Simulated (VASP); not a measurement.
Wanted: the native input for a VASP 6.6.1 run.

```yaml
Task: single point
Functional: PBE
Potentials_or_basis: VASP PAW PBE potentials, release 64 (Ir)
Cutoff: 520 eV
k_mesh: 13 × 13 × 13
Occupations: fermi-dirac, width 0.1 eV
Spin: no spin polarisation
Dipole_correction: no
Further_INCAR_settings: ALGO = Normal; EDIFF = 1e-06; NBANDS = 16
```

The structure of Ir lies in POSCAR:

```
Ir
1.0
    0.0000000000      2.7851034761      2.7851034761
    2.7851034761      0.0000000000      2.7851034761
    2.7851034761      2.7851034761      0.0000000000
Ir
2
Direct
    1.0000000000      1.0000000000      1.0000000000
    0.2500000000      0.2500000000      0.2500000000
```

The input as run:

INCAR

```
PREC = Accurate
ENCUT = 520
EDIFF = 1E-6
ISMEAR = -1
SIGMA = 0.1
LREAL = F
LASPH = T
NELM = 80
ALGO = Normal
ISIF = 2
LWAVE = F
LCHARG = F
GGA = PE
NBANDS = 16
```

KPOINTS

```
regular mesh
0
Gamma
  13 13 13
```

Potentials or basis: VASP PAW PBE potentials, release 64 (Ir).

Launch:

```console
$ cat potpaw_PBE.64/Ir/POTCAR > POTCAR
$ mpirun -np 1 vasp_std > vasp.out
```

Results of the run:

```
Pressure               : -0.4 GPa
Band gap on the k mesh : zero (band 9 reaches 6.12 eV, above the bottom of band 10 at 4.54 eV)
```

Caveat: spin-orbit coupling is left out, which moves the levels of the heavy elements.

It took 37 s on 1 thread of Intel(R) Xeon(R) Platinum 8488C (Sapphire Rapids), with other jobs on the host, peak memory 0.2 GiB.
